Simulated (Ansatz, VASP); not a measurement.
# C: VASP beside Ansatz

Contents of INCAR:

```
SYSTEM = C
PREC = Accurate
ENCUT = 520
EDIFF = 1E-6
ISMEAR = 0
SIGMA = 0.03
LREAL = .FALSE.
LASPH = .TRUE.
NELM = 60
ALGO = Normal
ISIF = 2
LWAVE = .FALSE.
LCHARG = .TRUE.
GGA = PS
IVDW = 12
LELF = .TRUE.
LVHAR = .TRUE.
NBANDS = 11
```

KPOINTS

```
Automatic mesh
0
G
  16 16 16
  0 0 0
```

POSCAR

```
C
1.0
    0.0000000000      2.1088861730      3.2945337322
    1.2183718732      0.0000000000      3.2945337322
    1.2183718732      2.1088861730      0.0000000000
C
2
Direct
    0.1667066167      0.8332933833      0.1667066167
    0.8332933833      0.1667066167      0.8332933833
```

Input for Ansatz:

```yaml
crystal:
  lattice:
    - [0.0, 2.108886173, 3.2945337322]
    - [1.2183718732, 0.0, 3.2945337322]
    - [1.2183718732, 2.108886173, 0.0]
  atoms:
    - { symbol: C, position: [0.1667066167, 0.8332933833, 0.1667066167] }
    - { symbol: C, position: [0.8332933833, 0.1667066167, 0.8332933833] }
basis:
  ecutwfc: 520.0
kpoints:
  mp_grid: { grid: [16, 16, 16] }
hamiltonian:
  xc: pbesol
  pseudopotentials: { kind: paw, azcp: { folder: soft_1 } }
  dispersion: d3bj
scf:
  occupations: { method: gaussian, width: 0.03 }
output:
  forces: true
  stress: true
  eigenvalues: true
```

Alike in both runs: task single point; functional PBEsol; dispersion D3(BJ); k mesh 16 × 16 × 16; occupations gaussian, width 0.03 eV; no spin polarisation.

|  | VASP | Ansatz |
| --- | --- | --- |
| version | VASP 6.6.1 | Ansatz 0.2.0 |
| potentials or method | VASP PAW PBE potentials, release 64 (C), cutoff 520 eV | scalar-relativistic, plane waves, PAW |
| valence electrons in the cell | 8 | 8 |

Ansatz gave:

```
gap on the k mesh at the Fermi level (eV)                     : 0.15
least direct gap on the mesh (eV)                             : 0.18
pressure (GPa)                                                : 8.6
traceless stress, the component that is largest in VASP (GPa) : -8.12
rms of the force components (eV/Å)                            : 0.016
```

What did VASP give for the same quantities?

gap on the k mesh at the Fermi level (eV): 0.15; least direct gap on the mesh (eV): 0.18; pressure (GPa): 9.3; traceless stress, the component that is largest in VASP (GPa): -8.99; rms of the force components (eV/Å): 0.016.

VASP's potentials were made for PBE, not for PBEsol, and Ansatz warns of the same on its side. Atom by atom the forces differ by 0.000 eV/Å (rms over components).
